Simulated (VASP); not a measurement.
# Mg4O in VASP: further runs, part 2 of 2

VASP 6.6.1.

## 6. Single point, PBEsol

File INCAR:

```
SYSTEM = Mg4O
ALGO = Normal
DIPOL = 0.5 0.5 0.335
EDIFF = 1E-6
ENCUT = 520
GGA = PS
IDIPOL = 3
ISIF = 2
ISMEAR = 0
LASPH = .TRUE.
LCHARG = .FALSE.
LDIPOL = .TRUE.
LREAL = .FALSE.
LWAVE = .FALSE.
NBANDS = 15
NELM = 80
PREC = Accurate
SIGMA = 0.1
```

File KPOINTS:

```
k-points
0
G
  8 5 1
  0 0 0
```

File POSCAR:

```
Mg4O
1.0
    3.1881999939      0.0000000000      0.0000000000
    0.0000000000      5.1084658709      0.0000000000
    0.0000000000      0.0000000000     19.1358427726
Mg O
4 1
Direct
    0.0000000000      0.7500000000      0.2090318178
    0.5000000000      0.2500000000      0.2571276385
    0.5000000000      0.7500000000      0.3576109084
    0.0000000000      0.2500000000      0.3990335238
    0.5000000000      0.7500000000      0.4510862889
```

Potentials or basis: VASP PAW PBE potentials, release 64 (Mg, O).

Started as:

```sh
$ cat potpaw_PBE.64/Mg/POTCAR potpaw_PBE.64/O/POTCAR > POTCAR
$ mpirun -np 1 vasp_std > vasp.out
```

OUTCAR:

```text
SYSTEM = Mg4O
   EDIFF = 1E-6
   ENCUT = 520
   GGA = PS
   ISIF = 2
   ISMEAR = 0
   LASPH = .TRUE.
   LREAL = .FALSE.
   NELM = 80
   PREC = Accurate

 ion  position               nearest neighbor table
   1  0.000  0.750  0.209-   2 3.15   2 3.15   2 3.15   2 3.15   3 3.26   3 3.26
   2  0.500  0.250  0.257-   1 3.15   1 3.15   1 3.15   1 3.15   4 3.15   4 3.15   3 3.20   3 3.20

   3  0.500  0.750  0.358-   5 1.79   4 3.11   4 3.11   4 3.11   4 3.11   2 3.20   2 3.20   1 3.26
                             1 3.26
   4  0.000  0.250  0.399-   3 3.11   3 3.11   3 3.11   3 3.11   2 3.15   2 3.15
   5  0.500  0.750  0.451-   3 1.79

  LATTYP: Found a simple orthorhombic cell.
 ALAT       =     3.1881999939
 B/A-ratio  =     1.6023040840
 C/A-ratio  =     6.0020835610

  Lattice vectors:

 A1 = (   3.1881999939,   0.0000000000,   0.0000000000)
 A2 = (   0.0000000000,   5.1084658709,   0.0000000000)
 A3 = (   0.0000000000,   0.0000000000,  19.1358427726)

Analysis of symmetry for initial positions (statically):
=====================================================================
 Subroutine PRICEL returns:
[... 436 lines left out ...]
      4      -4.2836      2.00000
      5      -3.9708      2.00000
      6      -3.6440      2.00000
      7      -2.9174      1.97959
      8      -2.9088      1.97192
      9      -1.4035      0.00000
     10      -1.1756      0.00000
     11      -0.3697      0.00000
     12      -0.0987      0.00000
     13       1.6114      0.00000
     14       1.8619      0.00000
     15       2.2587      0.00000

------------------------ aborting loop because EDIFF is reached ----------------------------------------

 vacuum level on the upper side and lower side of the slab       (xc-potential included)         1.244        -1.589

  FORCE on cell =-STRESS in cart. coord.  units (eV):
  Direction    XX          YY          ZZ          XY          YZ          ZX
  --------------------------------------------------------------------------------------
  -------------------------------------------------------------------------------------
  Total       -0.3226183     -4.7510004      0.5812424      0.0000000      0.0000000      0.0000000
  in kB       -1.6585015    -24.4237305      2.9880249      0.0000000      0.0000000      0.0000000
  external PRESSURE =      -7.6980690 kB  Pullay stress =       0.0000000 kB

 VOLUME and BASIS-vectors are now :
 -----------------------------------------------------------------------------
  energy-cutoff  :      520.00
  volume of cell :      311.66
      direct lattice vectors                 reciprocal lattice vectors
     3.188199994  0.000000000  0.000000000     0.313656609  0.000000000  0.000000000
     0.000000000  5.108465871  0.000000000     0.000000000  0.195753486  0.000000000
     0.000000000  0.000000000 19.135842773     0.000000000  0.000000000  0.052257954

 POSITION                                       TOTAL-FORCE (eV/Angst)
 -----------------------------------------------------------------------------------
      0.00000      3.83135      4.00000         0.000000      0.000000      0.192714
      1.59410      1.27712      4.92035         0.000000      0.000000     -0.064110
      1.59410      3.83135      6.84319         0.000000      0.000000     -1.309853
      0.00000      1.27712      7.63584         0.000000      0.000000      1.110974
      1.59410      3.83135      8.63192         0.000000      0.000000      0.070274
 -----------------------------------------------------------------------------------
    total drift:                                0.000000      0.000000     -0.000298

  FREE ENERGIE OF THE ION-ELECTRON SYSTEM (eV)
  ---------------------------------------------------
  free  energy   TOTEN  =       -11.4590426832 eV

  energy  without entropy=      -11.4440273330  energy(sigma->0) =      -11.45153501

 vacuum level on the upper side and lower side of the slab         3.685         0.771
```

OSZICAR:

```text
N       E                     dE             d eps       ncg     rms          rms(c)
DAV:   1     0.703442233285E+02    0.70344E+02   -0.39209E+03   450   0.619E+02
DAV:   2     0.393842793862E+01   -0.66406E+02   -0.55369E+02   648   0.107E+02
DAV:   3    -0.159680206110E+02   -0.19906E+02   -0.19495E+02   573   0.651E+01
[... 16 lines left out ...]
DAV:  20    -0.114590177635E+02   -0.30214E-04   -0.62881E-05   520   0.361E-02    0.143E-02
DAV:  21    -0.114590318932E+02   -0.14130E-04   -0.32583E-06   548   0.115E-02    0.118E-02
DAV:  22    -0.114590395264E+02   -0.76333E-05   -0.27684E-06   525   0.788E-03    0.274E-03
DAV:  23    -0.114590417301E+02   -0.22036E-05   -0.81764E-07   451   0.384E-03    0.178E-03
DAV:  24    -0.114590426832E+02   -0.95313E-06   -0.18379E-07   393   0.215E-03
   1 F= -.11459043E+02 E0= -.11451535E+02  d E =-.150154E-01
```

It took 56 s on 1 thread of Intel Xeon 6975P-C (Granite Rapids), shared host; peak memory 0.36 GiB.

Results:

```yaml
Free_energy: -11.4590 eV
Largest_force: 1.310 eV/Å
Band_gap_on_the_k_mesh: zero (bands 7 and 8 overlap by 0.56 eV)
```

Forces on the atoms (eV/Å):
```
Mg   0.000  0.000  0.193
Mg   0.000  0.000 -0.064
Mg   0.000  0.000 -1.310
Mg   0.000  0.000  1.111
O    0.000  0.000  0.070
```

Caveat: the PAW data sets were made with another functional, which shifts forces and pressure a little.

## 7. The runs side by side

| task | cell | atoms held fixed (from 0) | gap on the mesh (eV) | largest force (eV/Å) |
| --- | --- | --- | --- | --- |
| relaxation of the atoms | atoms relaxed, atomic positions A | [0, 1, 2, 3, 4] | none | - |
| single point | as given, atomic positions B | - | none | 0.40 |
| single point | as given, atomic positions C | - | none | 0.20 |
| single point | as given, atomic positions D | - | none | 0.33 |
| single point | as given, atomic positions E | - | none | 1.31 |

Alike in all rows: level PBEsol; potentials or basis VASP PAW PBE potentials, release 64 (Mg, O); no spin polarisation; k mesh 8 × 5 × 1; cutoff (eV) 520; smearing gaussian 0.1 eV.

Caveats: the PAW data sets were made with another functional, which shifts forces and pressure a little.

Total energies depend on the potentials used, so only differences within one code and one set of settings carry meaning.
